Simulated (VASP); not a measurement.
## PbSe (Clausthalite): single point with PBE

The system is PbSe (Clausthalite).

```
Pb Se
1.0
     0.00000    3.06969    3.18357
     3.06969    0.00000    3.18357
     3.06969    3.06969    0.00000
Pb Se
1 1
Direct
  0.00000 0.00000 0.00000
  0.50000 0.50000 0.50000
```

This cell differs from its parent crystal: uniaxial z strain +3.7%.

```
Program             : VASP 6.6.1
Task                : single point
Functional          : PBE
Potentials or basis : VASP PAW PBE potentials, release 64 (Pb_d, Se)
Cutoff              : 520 eV
k mesh              : 8 × 8 × 8
Occupations         : fermi-dirac, width 0.02 eV
Spin                : no spin polarisation
```

```json
{
  "Pressure": "0.2 GPa",
  "Band gap on the k mesh": "0.40 eV, direct"
}
```

Stress tensor (GPa, compression positive):
```
 1.40  0.00  0.00
 0.00  1.40  0.00
 0.00  0.00 -2.13
```

Levels at points of the mesh, in eV from the valence-band top:
| k point | band 6 | band 7 | band 8 | band 9 | band 10 | band 11 | band 12 | band 13 | band 14 | band 15 |
| --- | --- | --- | --- | --- | --- | --- | --- | --- | --- | --- |
| (0.00, 0.00, 0.00) | -13.22 | -6.36 | -1.77 | -1.77 | -1.47 | 4.11 | 4.89 | 4.89 | 6.48 | 6.70 |
| (0.50, 0.00, 0.00) | -12.26 | -8.56 | -1.34 | -1.25 | 0.00 | 0.40 | 1.72 | 1.89 | 8.49 | 10.02 |
| (0.50, 0.50, 0.00) | -12.06 | -7.20 | -4.56 | -2.91 | -2.91 | 3.98 | 5.57 | 5.58 | 5.58 | 11.26 |
| (0.50, 0.00, 0.50) | -11.90 | -7.35 | -4.64 | -3.16 | -2.79 | 3.85 | 4.99 | 5.79 | 6.02 | 10.76 |

It took 93 s on 1 thread of Intel Xeon 8259CL (shared host), peak memory 0.23 GiB.

Caveat: the cell differs from its parent crystal (uniaxial z strain +3.7%); spin-orbit coupling is left out, which moves the levels of the heavy elements. A k mesh can miss the band edges.
